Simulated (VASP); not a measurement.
# BaTiO3 (Amm2) in VASP: a series of runs, part 3 of 3

VASP 6.6.1. Earlier steps stand in the parts before.

**4. Single point, r2SCAN+U (strain -0.025 along x and y, +0.050 along z)**

The input, POSCAR:

```
BaTiO3
1.0
    3.8952654280      0.0000000000      0.0000000000
    0.0000000000      2.7714148123      2.9904076023
    0.0000000000     -2.7714148123      2.9904076023
Ba Ti O
1 1 3
Direct
    0.0000000000      0.0044061011      0.0044061011
    0.5000000000      0.5135753575      0.5135753575
    0.0000000000      0.4947134013      0.4947134013
    0.5000000000      0.4954342957      0.9880908444
    0.5000000000      0.9880908444      0.4954342957
```

The input, INCAR.step1:

```
ALGO     = Normal         # electronic algorithm
EDIFF    = 1E-4           # SCF threshold, eV
ENCUT    = 520            # plane-wave cutoff, eV
GGA      = PE             # functional
ISMEAR   = 0              # smearing method
LASPH    = True           # aspherical terms in the spheres
LCHARG   = False          # write CHGCAR
LDAU     = True           # DFT+U
LDAUJ    = 0 0 0        
LDAUL    = -1 2 -1        # shell
LDAUTYPE = 2            
LDAUU    = 0 4 0          # U, eV
LMAXMIX  = 4              # l up to which the mixer works
LREAL    = False          # projectors in reciprocal space
LWAVE    = True           # write WAVECAR
NBANDS   = 28             # bands
NELM     = 150            # most SCF steps
PREC     = Accurate       # precision mode
SIGMA    = 0.05           # smearing width, eV
```

The input, INCAR.step2:

```
ALGO     = Normal         # electronic algorithm
EDIFF    = 1E-6           # SCF threshold, eV
ENCUT    = 520            # plane-wave cutoff, eV
ISIF     = 2              # what is computed and relaxed
ISMEAR   = 0              # smearing method
ISTART   = 1            
LASPH    = True           # aspherical terms in the spheres
LCHARG   = False          # write CHGCAR
LDAU     = True           # DFT+U
LDAUJ    = 0 0 0        
LDAUL    = -1 2 -1        # shell
LDAUPRINT= 1            
LDAUTYPE = 2            
LDAUU    = 0 4 0          # U, eV
LMAXMIX  = 4              # l up to which the mixer works
LMIXTAU  = True         
LREAL    = False          # projectors in reciprocal space
LWAVE    = False          # write WAVECAR
METAGGA  = R2SCAN         # meta-GGA
NBANDS   = 28             # bands
NELM     = 150            # most SCF steps
PREC     = Accurate       # precision mode
SIGMA    = 0.05           # smearing width, eV
```

The input, KPOINTS:

```
k-points
0
Gamma
  6 6 6
```

Potentials or basis: VASP PAW PBE potentials, release 64 (Ba_sv, Ti_sv, O).

Command:

```
> cat potpaw_PBE.64/Ba_sv/POTCAR potpaw_PBE.64/Ti_sv/POTCAR potpaw_PBE.64/O/POTCAR > POTCAR
> cp INCAR.step1 INCAR
> mpirun -np 1 vasp_std > vasp.out
> cp INCAR.step2 INCAR
> mpirun -np 1 vasp_std > vasp.out
```

OUTCAR:

```text
EDIFF = 1E-6
   ENCUT = 520
   ISIF = 2
   ISMEAR = 0
   ISTART = 1
   LASPH = True
   LREAL = False
   METAGGA = R2SCAN
   NELM = 150
   PREC = Accurate

 ion  position               nearest neighbor table
   1  0.000  0.004  0.004-   3 2.77   3 2.77   4 2.79   5 2.79   4 2.79   5 2.79   5 2.85   4 2.85
                             5 2.85   4 2.85   3 2.93   3 3.05   2 3.39   2 3.39   2 3.39   2 3.39
   2  0.500  0.514  0.514-   4 1.93   5 1.93   3 1.95   3 1.95   5 2.15   4 2.15   1 3.39   1 3.39
[... 992 lines left out ...]
  -------------------------------------------------------------------------------------
  Total        4.1682731      4.7924974     -2.9332466      0.0000000      0.0000000      0.0000000
  in kB      103.4350599    118.9250905    -72.7880677      0.0000000      0.0000000      0.0000000
  external PRESSURE =      49.8573609 kB  Pullay stress =       0.0000000 kB

 VOLUME and BASIS-vectors are now :
 -----------------------------------------------------------------------------
  energy-cutoff  :      520.00
  volume of cell :       64.57
      direct lattice vectors                 reciprocal lattice vectors
     3.895265428  0.000000000  0.000000000     0.256721915  0.000000000  0.000000000
     0.000000000  2.771414812  2.990407602     0.000000000  0.180413267  0.167201287
     0.000000000 -2.771414812  2.990407602     0.000000000 -0.180413267  0.167201287

 POSITION                                       TOTAL-FORCE (eV/Angst)
 -----------------------------------------------------------------------------------
      0.00000      0.00000      0.02635         0.000000      0.000000     -0.004996
      1.94763      0.00000      3.07160         0.000000      0.000000     -0.112789
      0.00000      0.00000      2.95879         0.000000      0.000000     -0.135071
      1.94763     -1.36536      4.43634         0.000000     -0.195299      0.126428
      1.94763      1.36536      4.43634         0.000000      0.195299      0.126428
 -----------------------------------------------------------------------------------
    total drift:                                0.000000     -0.000002      0.012499

  FREE ENERGIE OF THE ION-ELECTRON SYSTEM (eV)
  ---------------------------------------------------
  free  energy   TOTEN  =       -71.4525440191 eV

  energy  without entropy=      -71.4525440191  energy(sigma->0) =      -71.45254402
```

OSZICAR.step1:

```text
N       E                     dE             d eps       ncg     rms          rms(c)
DAV:   1     0.446561712647E+03    0.44656E+03   -0.20855E+04  2912   0.155E+03
DAV:   2    -0.319780686361E+01   -0.44976E+03   -0.42918E+03  3380   0.432E+02
DAV:   3    -0.468749847290E+02   -0.43677E+02   -0.43333E+02  4104   0.134E+02
DAV:   4    -0.489570198064E+02   -0.20820E+01   -0.20774E+01  4392   0.250E+01
DAV:   5    -0.490251614230E+02   -0.68142E-01   -0.68129E-01  4036   0.337E+00    0.235E+01
DAV:   6    -0.369714639935E+02    0.12054E+02   -0.57089E+01  4356   0.682E+01    0.907E+00
DAV:   7    -0.371501568263E+02   -0.17869E+00   -0.71024E+00  3820   0.161E+01    0.568E+00
DAV:   8    -0.371409642476E+02    0.91926E-02   -0.13434E+00  3752   0.102E+01    0.232E+00
DAV:   9    -0.371109227002E+02    0.30042E-01   -0.21259E-01  3544   0.431E+00    0.990E-01
DAV:  10    -0.371198992950E+02   -0.89766E-02   -0.10316E-01  3288   0.203E+00    0.100E+00
DAV:  11    -0.371065056813E+02    0.13394E-01   -0.59017E-02  3760   0.223E+00    0.176E-01
DAV:  12    -0.371062346556E+02    0.27103E-03   -0.29945E-03  3488   0.543E-01    0.454E-02
DAV:  13    -0.371062666266E+02   -0.31971E-04   -0.23265E-04  2968   0.108E-01
   1 F= -.37106267E+02 E0= -.37106267E+02  d E =-.184062E-27
```

Run time: 3.9 min. Hardware: 1 thread of AMD EPYC 7R13 (Zen 3), shared host; peak memory 0.21 GiB.

What came out:

```
Free energy            : -71.4525 eV
Pressure               : 5.0 GPa
Largest force          : 0.233 eV/Å
Band gap on the k mesh : 2.60 eV (least direct gap 2.79 eV)
```

Forces in eV/Å, atoms in the order of the input:
```
Ba   0.000  0.000 -0.005
Ti   0.000  0.000 -0.113
O    0.000  0.000 -0.135
O    0.000 -0.195  0.126
O    0.000  0.195  0.126
```

Levels at points of the mesh, in eV from the valence-band top:
```
           k point  band 18  band 19  band 20  band 21  band 22  band 23
(0.00, 0.00, 0.00)    -0.61    -0.43    -0.19     2.60     2.73     2.97
(0.50, 0.00, 0.00)    -1.87    -1.39    -0.69     2.97     4.21     4.52
(0.00, 0.50, 0.00)    -1.62    -1.00    -0.91     2.94     4.19     4.24
(0.50, 0.50, 0.00)    -0.91    -0.91    -0.17     4.21     4.56     4.87
(0.00, 0.50, 0.50)    -1.34    -1.09    -0.25     4.13     4.36     4.62
(0.50, 0.50, 0.50)    -0.15    -0.14     0.00     4.85     5.02     5.12
```

Eigenvalues of the final occupation matrices:
```
    site  spin  trace               eigenvalues
site 2 d     1   0.77  0.10 0.10 0.10 0.23 0.25
site 2 d     2   0.77  0.10 0.10 0.10 0.23 0.25
```

Caveat: the cell differs from its parent crystal (strain -0.025 along x and y, +0.050 along z); the stress differs along the axes, from -7 to 12 GPa; the PAW data sets were made with another functional, which shifts forces and pressure a little; spin-orbit coupling is left out, which moves the levels of the heavy elements. A k mesh can miss the band edges.

**5. Summary**

```tsv
cell	gap on the mesh (eV)	pressure (GPa)	largest force (eV/Å)
a = 3.795, b = 3.925, c = 3.925 Å, angles 87.0, 90.0, 90.0°, 5 atoms	2.93	28.8	1.10
a = 3.895, b = 4.025, c = 4.025 Å, angles 87.0, 90.0, 90.0°, 5 atoms	2.75	9.5	0.46
a = 3.895, b = 4.077, c = 4.077 Å, angles 85.6, 90.0, 90.0°, 5 atoms	2.60	5.0	0.23
```

Alike in all rows: task single point; level r2SCAN+U; potentials or basis VASP PAW PBE potentials, release 64 (Ba_sv, Ti_sv, O); no spin polarisation; Ti d U = 4.0 eV; k mesh 6 × 6 × 6; cutoff (eV) 520; smearing gaussian 0.05 eV.

Caveats: the PAW data sets were made with another functional, which shifts forces and pressure a little; spin-orbit coupling is left out, which moves the levels of the heavy elements; the stress differs along the axes, from 18 to 34 GPa (at least some runs); the stress differs along the axes, from 1 to 14 GPa (at least some runs); the stress differs along the axes, from -7 to 12 GPa (at least some runs).

Absolute energies hang on the potentials; compare differences alone.
